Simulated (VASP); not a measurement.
# Sb (R-3m) in VASP: notebook, part 2 of 2

VASP 6.6.1.

### 4 Single point, PBEsol (volume scaled by 1.025)

The input, INCAR:

```
PREC = Accurate
ENCUT = 520
EDIFF = 1E-6
ISMEAR = -1
SIGMA = 0.05
LREAL = F
LASPH = T
NELM = 60
ALGO = Normal
ISIF = 2
LWAVE = F
LCHARG = T
GGA = PS
LELF = T
LVHAR = T
NBANDS = 12
```

The input, KPOINTS:

```
regular mesh
0
Gamma
  9 9 9
```

The input, POSCAR:

```
Sb
1.0
    2.1683746945      1.2519117136      3.7749435520
   -2.1683746945      1.2519117136      3.7749435520
    0.0000000000     -2.5038234270      3.7749435520
Sb
2
Direct
    0.2336400000      0.2336400000      0.2336400000
    0.7663600000      0.7663600000      0.7663600000
```

Potentials or basis: VASP PAW PBE potentials, release 64 (Sb).

Run with:

```sh
$ cat potpaw_PBE.64/Sb/POTCAR > POTCAR
$ mpirun -np 1 vasp_std > vasp.out
```

OUTCAR:

```text
PREC = Accurate
   ENCUT = 520
   EDIFF = 1E-6
   ISMEAR = -1
   LREAL = F
   LASPH = T
   NELM = 60
   ISIF = 2
   GGA = PS

 ion  position               nearest neighbor table
   1  0.234  0.234  0.234-   2 2.93   2 2.93   2 2.93   2 3.37   2 3.37   2 3.37
   2  0.766  0.766  0.766-   1 2.93   1 2.93   1 2.93   1 3.37   1 3.37   1 3.37

  LATTYP: Found a trigonal (rhomboedric) cell.
 ALAT       =     4.5298267710
 COS(alpha) =     0.5417151843

  Lattice vectors:

 A1 = (   2.1683746945,   1.2519117136,   3.7749435520)
 A2 = (  -2.1683746945,   1.2519117136,   3.7749435520)
 A3 = (   0.0000000000,  -2.5038234270,   3.7749435520)

Analysis of symmetry for initial positions (statically):
=====================================================================
 Subroutine PRICEL returns:
 Original cell was already a primitive cell.

 Routine SETGRP: Setting up the symmetry group for a
 trigonal (rhombohedral) supercell.

 Subroutine GETGRP returns: Found 12 space group operations
 (whereof 12 operations were pure point group operations)
 out of a pool of 12 trial point group operations.

The static configuration has the point symmetry D_3d.

Analysis of symmetry for dynamics (positions and initial velocities):
=====================================================================
 Subroutine PRICEL returns:
 Original cell was already a primitive cell.

 Routine SETGRP: Setting up the symmetry group for a
 trigonal (rhombohedral) supercell.

 Subroutine GETGRP returns: Found 12 space group operations
 (whereof 12 operations were pure point group operations)
 out of a pool of 12 trial point group operations.

The dynamic configuration has the point symmetry D_3d.

 Subroutine INISYM returns: Found 12 space group operations
 (whereof 12 operations are pure point group operations),
[... 114 lines left out ...]
   IMIX   =      4    mixing-type and parameters
     AMIX     =   0.40;   BMIX     =  1.00
     AMIX_MAG =   1.60;   BMIX_MAG =  1.00
  volume/ion in A,a.u.               =      30.74       207.46
  Fermi-wavevector in a.u.,A,eV,Ry     =   0.893617  1.688692 10.864959  0.798552
  Thomas-Fermi vector in A             =   2.015718
   LORBIT       =      0    0 simple, 1 ext, 2 COOP (PROOUT), +10 PAW based schemes
   GGA     = PS    functional components
   LHFCALC =     F    Hartree Fock is set to
   AEXX    =    0.0000 exact exchange contribution
   IVDW    =     0    specifies the selected vdW correction
   LEPSILON=     F    determine dielectric tensor
   LRPA    =     F    only Hartree local field effects (RPA)
 non-spin polarized calculation
  energy-cutoff  :      520.00
  volume of cell :       61.49
 maximum number of plane-waves:      1670
 NGX is ok and might be reduce to    36
   NGX = 17   NGY = 17   NGZ = 17

 number of electron      10.0000000 magnetization

 Free energy of the ion-electron system (eV)
  ---------------------------------------------------
  ext. energy  EPLUGINS =         0.00000000
  ---------------------------------------------------
  free energy    TOTEN  =        -9.11586601 eV

  energy without entropy =       -9.11438710  energy(sigma->0) =       -9.11512655

 E-fermi :   6.8752     XC(G=0):  -9.5906

 val. band max:        6.8010428950   @ k =   0.3333   0.2222   0.2222
 cond. band min:       6.9153042529   @ k =   0.4444   0.0000  -0.0000
 fundamental gap:      0.1142613579
 Fermi energy:         6.8752402156

 k-point     1 :       0.0000    0.0000    0.0000
  band No.  band energies     occupation
      1      -5.6813      2.00000
      2       2.0137      2.00000
      3       4.9118      2.00000
      4       5.1548      2.00000
      5       5.1548      2.00000
      6       8.9709      0.00000
      7       9.5807      0.00000
      8       9.5807      0.00000
      9      11.9816      0.00000
     10      11.9816      0.00000
     11      12.1259      0.00000
     12      13.4310      0.00000
[... 331 lines left out ...]
 k-point    24 :       0.4444    0.4444   -0.0000
  band No.  band energies     occupation
      1      -3.5150      2.00000
      2      -0.9685      2.00000
      3       1.7260      2.00000
      4       3.3008      2.00000
      5       3.3626      2.00000
      6       8.4769      0.00000
      7      11.6782      0.00000
      8      12.2388      0.00000
      9      13.2382      0.00000
     10      15.4614      0.00000
     11      16.4407      0.00000
     12      17.6611      0.00000

 [... further k-points ...]
[... 5 lines left out ...]
  --------------------------------------------------------------------------------------
  -------------------------------------------------------------------------------------
  Total       -0.2731694     -0.2731694     -0.3868045      0.0000000     -0.0000000      0.0000000
  in kB       -7.1182445     -7.1182445    -10.0793466      0.0000000     -0.0000000      0.0000000
  external PRESSURE =      -8.1052785 kB  Pullay stress =       0.0000000 kB

 VOLUME and BASIS-vectors are now :
 -----------------------------------------------------------------------------
  energy-cutoff  :      520.00
  volume of cell :       61.49
      direct lattice vectors                 reciprocal lattice vectors
     2.168374695  1.251911714  3.774943552     0.230587454  0.133129729  0.088301541
    -2.168374695  1.251911714  3.774943552    -0.230587454  0.133129729  0.088301541
     0.000000000 -2.503823427  3.774943552     0.000000000 -0.266259457  0.088301541

 POSITION                                       TOTAL-FORCE (eV/Angst)
 -----------------------------------------------------------------------------------
      0.00000      0.00000      2.64593         0.000000      0.000000      0.070473
      0.00000      0.00000      8.67890         0.000000     -0.000000     -0.070473
 -----------------------------------------------------------------------------------
    total drift:                                0.000000     -0.000000      0.000000

  FREE ENERGIE OF THE ION-ELECTRON SYSTEM (eV)
  ---------------------------------------------------
  free  energy   TOTEN  =        -9.1158660091 eV

  energy  without entropy=       -9.1143870954  energy(sigma->0) =       -9.11512655
```

OSZICAR:

```text
N       E                     dE             d eps       ncg     rms          rms(c)
DAV:   1     0.344264018489E+02    0.34426E+02   -0.35627E+03  2040   0.654E+02
DAV:   2    -0.712751898640E+01   -0.41554E+02   -0.40061E+02  2608   0.108E+02
DAV:   3    -0.911335666231E+01   -0.19858E+01   -0.19700E+01  2548   0.261E+01
DAV:   4    -0.913117448400E+01   -0.17818E-01   -0.17815E-01  2324   0.296E+00
DAV:   5    -0.913139262994E+01   -0.21815E-03   -0.21814E-03  2528   0.362E-01    0.281E+00
DAV:   6    -0.912179137106E+01    0.96013E-02   -0.22897E-03  2376   0.271E-01    0.168E+00
DAV:   7    -0.911581956963E+01    0.59718E-02   -0.56700E-03  2364   0.417E-01    0.570E-02
DAV:   8    -0.911585810698E+01   -0.38537E-04   -0.13059E-04  2512   0.752E-02    0.170E-02
DAV:   9    -0.911586654927E+01   -0.84423E-05   -0.14330E-05  2416   0.221E-02    0.525E-03
DAV:  10    -0.911586600915E+01    0.54012E-06   -0.14946E-06  1768   0.670E-03
   1 F= -.91158660E+01 E0= -.91151266E+01  d E =-.147891E-02
```

It took 59 s on 1 thread of AMD EPYC 7R43 (Zen 3), shared host; peak memory 0.19 GiB.

Results:

```
Free energy            : -9.1159 eV
Pressure               : -0.8 GPa
Largest force          : 0.070 eV/Å
Band gap on the k mesh : 0.11 eV, indirect (least direct gap 0.49 eV)
```

Forces in eV/Å, atoms in the order of the input:
```
Sb   0.000  0.000  0.070
Sb   0.000  0.000 -0.070
```

Stress tensor (GPa, compression positive):
```
-0.71  0.00  0.00
 0.00 -0.71  0.00
 0.00  0.00 -1.01
```

Levels at points of the mesh, in eV from the valence-band top:
| k point | band 2 | band 3 | band 4 | band 5 | band 6 | band 7 | band 8 | band 9 |
| --- | --- | --- | --- | --- | --- | --- | --- | --- |
| (0.00, 0.00, 0.00) | -4.79 | -1.89 | -1.65 | -1.65 | 2.17 | 2.78 | 2.78 | 5.18 |

Caveat: the PAW data sets were made with another functional, which shifts forces and pressure a little; spin-orbit coupling is left out, which moves the levels of the heavy elements.

### 5 Single point, PBEsol (volume scaled by 1.04)

The input, INCAR:

```
SYSTEM = Sb
PREC = Accurate
ENCUT = 520
EDIFF = 1E-6
ISMEAR = -1
SIGMA = 0.05
LREAL = .False.
LASPH = .True.
NELM = 60
ALGO = Normal
ISIF = 2
LWAVE = .False.
LCHARG = .True.
GGA = PS
LELF = .True.
LVHAR = .True.
NBANDS = 12
```

The input, KPOINTS:

```
Automatic mesh
0
Gamma
  9 9 9
  0 0 0
```

The input, POSCAR:

```
Sb
1.0
    2.1789009502      1.2579890502      3.7932688079
   -2.1789009502      1.2579890502      3.7932688079
    0.0000000000     -2.5159781002      3.7932688079
Sb
2
Direct
    0.2336400000      0.2336400000      0.2336400000
    0.7663600000      0.7663600000      0.7663600000
```

Run with:

```sh
$ cat potpaw_PBE.64/Sb/POTCAR > POTCAR
$ mpirun -np 1 vasp_std > vasp.out
```

Wall time 60 s (1 thread of AMD EPYC 7R43 (Zen 3), shared host); peak memory 0.19 GiB.

Results (log left out):

| Quantity | Value |
| --- | --- |
| Free energy | -9.1091 eV |
| Pressure | -1.6 GPa |
| Band gap on the k mesh | 0.14 eV, indirect (least direct gap 0.49 eV) |

Stress tensor (GPa, compression positive):
```
-1.53  0.00  0.00
 0.00 -1.53  0.00
 0.00  0.00 -1.67
```

Levels at points of the mesh, in eV from the valence-band top:
| k point | band 1 | band 2 | band 3 | band 4 | band 5 | band 6 | band 7 | band 8 | band 9 | band 10 |
| --- | --- | --- | --- | --- | --- | --- | --- | --- | --- | --- |
| (0.00, 0.00, 0.00) | -12.34 | -4.84 | -1.83 | -1.59 | -1.59 | 2.19 | 2.78 | 2.78 | 5.22 | 5.22 |

Caveat: the PAW data sets were made with another functional, which shifts forces and pressure a little; spin-orbit coupling is left out, which moves the levels of the heavy elements. A k mesh can miss the band edges.

### 6 The runs side by side

| cell | gap on the mesh (eV) | pressure (GPa) | largest force (eV/Å) |
| --- | --- | --- | --- |
| a = 4.455 Å, angles 57.2°, 2 atoms | - | 2.2 | 0.34 |
| a = 4.508 Å, angles 57.2°, 2 atoms | 0.09 | 0.0 | 0.15 |
| a = 4.530 Å, angles 57.2°, 2 atoms | 0.11 | -0.8 | 0.07 |
| a = 4.552 Å, angles 57.2°, 2 atoms | 0.14 | -1.6 | - |

Alike in all rows: task single point; level PBEsol; potentials or basis VASP PAW PBE potentials, release 64 (Sb); no spin polarisation; k mesh 9 × 9 × 9; cutoff (eV) 520; smearing fermi-dirac 0.05 eV.

Caveats: the PAW data sets were made with another functional, which shifts forces and pressure a little; spin-orbit coupling is left out, which moves the levels of the heavy elements.

Total energies depend on the potentials used, so only differences within one code and one set of settings carry meaning.
